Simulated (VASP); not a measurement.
Write the native input for VASP 6.6.1 that does the following.

```
Task                   : single point
Functional             : PBE
Potentials or basis    : VASP PAW PBE potentials, release 64 (Cd, Te)
Cutoff                 : 500 eV
k mesh                 : 9 × 9 × 9
Occupations            : fermi-dirac, width 0.02 eV
Spin                   : no spin polarisation
Dipole correction      : no
Further INCAR settings : ALGO = Normal; EDIFF = 1e-06; NBANDS = 16
```

The structure of CdTe (zincblende type) lies in POSCAR:

```
CdTe
1.0
    0.0000000000      3.3078829538      3.3078829538
    3.3078829538      0.0000000000      3.3078829538
    3.3078829538      3.3078829538      0.0000000000
Cd Te
1 1
Direct
    0.0000000000      0.0000000000      0.0000000000
    0.2500000000      0.2500000000      0.2500000000
```

These files were run (other wordings do the same):

INCAR

```
SYSTEM = CdTe
PREC = Accurate
ENCUT = 500
EDIFF = 1E-6
ISMEAR = -1
SIGMA = 0.02
LREAL = .False.
LASPH = .True.
NELM = 120
ALGO = Normal
ISIF = 2
LWAVE = .False.
LCHARG = .False.
GGA = PE
NBANDS = 16
GGA_COMPAT = .False.
```

KPOINTS

```
regular mesh
0
Gamma
  9 9 9
  0 0 0
```

Potentials or basis: VASP PAW PBE potentials, release 64 (Cd, Te).

Command:

```console
$ cat potpaw_PBE.64/Cd/POTCAR potpaw_PBE.64/Te/POTCAR > POTCAR
$ mpirun -np 1 vasp_std > vasp.out
```

It gave:

```json
{
 "Pressure": "0.2 GPa",
 "Band gap on the k mesh": "0.59 eV, direct"
}
```

Caveat: spin-orbit coupling is left out, which moves the levels of the heavy elements.

Run time: 92 s on 1 thread of AMD EPYC 7R13 (shared host), peak memory 0.19 GiB.
